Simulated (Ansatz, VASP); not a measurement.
Two plane-wave programs on CuO

The input INCAR:

```
  ALGO = Normal
  EDIFF = 1E-6
  EDIFFG = -0.01
  ENCUT = 600
  GGA = PS
  IBRION = 2
  ISIF = 3
  ISMEAR = -1
  LASPH = True
  LCHARG = False
  LDAU = True
  LDAUJ = 0 0
  LDAUL = 2 -1
  LDAUPRINT = 1
  LDAUTYPE = 2
  LDAUU = 4 0
  LMAXMIX = 4
  LREAL = False
  LWAVE = False
  NELM = 150
  NSW = 60
  PREC = Accurate
  SIGMA = 0.05
```

The input KPOINTS:

```
k-points
0
Gamma
  9 9 5
```

The input POSCAR:

```
CuO
1.0
    1.9909680000     -2.1535500000      0.0000000000
    1.9909680000      2.1535500000      0.0000000000
    0.0000000000      0.0000000000      5.1559280000
Cu O
2 2
Direct
    0.5000000000      0.0000000000      0.0000000000
    0.0000000000      0.5000000000      0.5000000000
    0.5000000000      0.5000000000      0.2500000000
    0.5000000000      0.5000000000      0.7500000000
```

Contents of input.yaml:

```yaml
crystal:
  lattice:
    - [1.990968, -2.15355, 0.0]
    - [1.990968, 2.15355, 0.0]
    - [0.0, 0.0, 5.155928]
  atoms:
    - { symbol: Cu, position: [0.5, 0.0, 0.0] }
    - { symbol: Cu, position: [0.0, 0.5, 0.5] }
    - { symbol: O, position: [0.5, 0.5, 0.25] }
    - { symbol: O, position: [0.5, 0.5, 0.75] }
hamiltonian:
  xc: pbesol
  pseudopotentials: { kind: paw }
  hubbard: { sites: [{ species: Cu, l: d, u_eff: 4.0 }] }
kpoints:
  mp_grid: { grid: [9, 9, 5] }
scf:
  occupations: { method: fermi_dirac, width: 0.05 }
output:
  forces: true
  stress: true
  eigenvalues: true
  write_density: true
  write_potential: true
  elf: true
  volumetric_format: npy
relax:
  f_tol: 0.01
  max_steps: 40
  cell: { stress_tol: 0.05 }
```

Alike in both runs: task relaxation of cell and atoms; functional PBEsol; k mesh 9 × 9 × 5; occupations fermi-dirac, width 0.05 eV; no spin polarisation; Hubbard terms Cu d U = 4.0 eV.

|  | VASP | Ansatz |
| --- | --- | --- |
| version | VASP 6.6.1 | Ansatz 0.2.0 |
| potentials or method | VASP PAW PBE potentials, release 64 (Cu, O) | Ansatz PAW |
| plane-wave cutoff (eV) | 600 | 420 |
| valence electrons in the cell | 34 | 50 |

Ansatz gave:

| Quantity | Value |
| --- | --- |
| gap on the k mesh at the Fermi level, each at its own relaxed structure (eV) | none |
| relaxed volume (Å³/atom) | 10.80 |
| relaxed length of the cell vector where the two differ most in proportion (Å) | 2.907 |

Problem. Estimate VASP's values.

Solution. gap on the k mesh at the Fermi level, each at its own relaxed structure (eV): none; relaxed volume (Å³/atom): 10.51; relaxed length of the cell vector where the two differ most in proportion (Å): 2.875.

VASP's potentials were made for PBE, not for PBEsol. The programs project onto different local orbitals, so the same U acts differently, and such runs can settle in different states. A gap of «none» marks a metal or a gap that the smearing closes. VASP's potentials hold 34 valence electrons a cell and Ansatz's 50, so a difference there can come from the potentials and not from the codes.

Noted on Ansatz's run: the plane-wave basis is chosen anew once the cell has moved, so the energies of steps on either side of that aren't comparable.
